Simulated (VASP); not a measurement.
Crystal: Ta2N.

```
CELL_PARAMETERS angstrom
3.06534 0.00000 0.00000
-1.53267 2.65467 0.00000
0.00000 0.00000 4.78011
ATOMIC_POSITIONS crystal
Ta 0.33333 0.66667 0.25273
Ta 0.66667 0.33333 0.74727
N 0.00000 0.00000 0.00000
```

Base run:

| Item | Value |
| --- | --- |
| Program | VASP 6.6.1 |
| Functional | LDA |
| Potentials or basis | VASP PAW LDA potentials, release 64 (Ta_sv_GW, N) |
| Cutoff | 600 eV |
| k mesh | 10 × 10 × 6 |
| Occupations | fermi-dirac, width 0.05 eV |
| Spin | no spin polarisation |

Its results: pressure 1.0 GPa; largest force 0.041 eV/Å.

Q: The run is repeated on the same cell with these changes: potentials or basis from VASP PAW LDA potentials, release 64 (Ta_sv_GW, N) to VASP PAW LDA potentials, release 64 (Ta_pv, N); cutoff from 600 eV to 520 eV; further incar settings from ALGO = Normal; EDIFF = 1e-06; NBANDS = 22 to ALGO = Normal; EDIFF = 1e-06; NBANDS = 20; valence electrons from 31 to 27. What comes out?

A: Pressure 1.6 GPa; largest force 0.051 eV/Å.
